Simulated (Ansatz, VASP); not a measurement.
## Two plane-wave programs on BeS2

File INCAR:

```
  PREC = Accurate
  ENCUT = 600
  EDIFF = 1E-6
  ISMEAR = 0
  SIGMA = 0.1
  LREAL = False
  LASPH = True
  NELM = 60
  ALGO = Normal
  ISIF = 3
  LWAVE = False
  LCHARG = False
  GGA = PE
  IBRION = 2
  NSW = 90
  EDIFFG = -0.04
```

Contents of KPOINTS:

```
Automatic mesh
0
Gamma
  6 6 6
```

File POSCAR:

```
BeS2
1.0
   -1.9978372521      1.9978372521      3.2766585266
    1.9978372521     -1.9978372521      3.2766585266
    1.9978372521      1.9978372521     -3.2766585266
Be S
1 2
Direct
    0.0000000000      0.0000000000      0.0000000000
    0.5930000000      0.5930000000      0.0000000000
    0.4070000000      0.4070000000      0.0000000000
```

Input for Ansatz:

```yaml
crystal:
  lattice:
    - [-1.9978372521, 1.9978372521, 3.2766585266]
    - [1.9978372521, -1.9978372521, 3.2766585266]
    - [1.9978372521, 1.9978372521, -3.2766585266]
  atoms:
    - { symbol: Be, position: [0.0, 0.0, 0.0] }
    - { symbol: S, position: [0.593, 0.593, 0.0] }
    - { symbol: S, position: [0.407, 0.407, 0.0] }
basis:
  ecutwfc: 420
kpoints:
  mp_grid: { grid: [6, 6, 6] }
hamiltonian:
  xc: pbe
scf:
  occupations: { method: gaussian, width: 0.1 }
  lower_state_search: "off"
output:
  forces: true
  stress: true
  eigenvalues: true
relax:
  adjacent_minimum: "off"
  f_tol: 0.04
  max_steps: 70
  cell: { stress_tol: 0.4 }
```

Alike in both runs: task relaxation of cell and atoms; functional PBE; k mesh 6 × 6 × 6; occupations gaussian, width 0.1 eV; no spin polarisation.

|  | VASP | Ansatz |
| --- | --- | --- |
| version | VASP 6.6.1 | Ansatz 0.2.0 |
| potentials or method | VASP PAW PBE potentials, release 64 (Be, S), cutoff 600 eV | scalar-relativistic, plane waves, PAW |
| valence electrons in the cell | 14 | 14 |

Ansatz gave:

| Quantity | Value |
| --- | --- |
| gap on the k mesh at the Fermi level, each at its own relaxed structure (eV) | none |
| relaxed volume (Å³/atom) | 16.25 |
| relaxed cell length with the largest relative difference (Å) | 5.459 |

Task: Estimate VASP's values.

Result: gap on the k mesh at the Fermi level, each at its own relaxed structure (eV): none; relaxed volume (Å³/atom): 16.21; relaxed cell length with the largest relative difference (Å): 5.455.

A gap of «none» marks a metal or a gap that the smearing closes.

The k mesh is coarse, so the values compare programs but aren't converged.
